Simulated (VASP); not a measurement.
# MnO: single point with PBE

The system is MnO.

```xyz
2
Lattice="0.0000 2.2239 2.2239 2.2239 0.0000 2.2239 2.2239 2.2239 0.0000" Properties=species:S:1:pos:R:3 pbc="T T T"
Mn    0.0000    0.0000    0.0000
O     2.2239    2.2239    2.2239
```

| Property | Result |
| --- | --- |
| Program | VASP 6.6.1 |
| Task | single point |
| Functional | PBE |
| Potentials or basis | VASP PAW PBE potentials, release 64 (Mn_sv, O) |
| Cutoff | 600 eV |
| k mesh | 9 × 9 × 9 |
| Occupations | fermi-dirac, width 0.05 eV |
| Spin | collinear spin, ferromagnetic start |
| Starting moments | [3.0, 0.0] μB |
| Fixed moment | 3 μB |
| Dipole correction | no |
| Second run | valence_matched |
| Further INCAR settings | ALGO = Normal; EDIFF = 1e-06; NBANDS = 22 |

| Quantity | Value |
| --- | --- |
| Pressure | -25.2 GPa |
| Net moment | 3.00 μB per cell |
| Site moments | Mn +2.83; O -0.02 μB |
| Valence electrons inside the program's atomic spheres | Mn 12.82; O 4.92 |

Wall time 34 s on 1 thread of Intel(R) Xeon(R) Platinum 8488C (Sapphire Rapids), on a shared host, peak memory 0.18 GiB.

Caveat: the total moment is fixed, so each spin has its own Fermi level; a cell with one magnetic atom can't hold antiferromagnetic order, which such compounds often take.
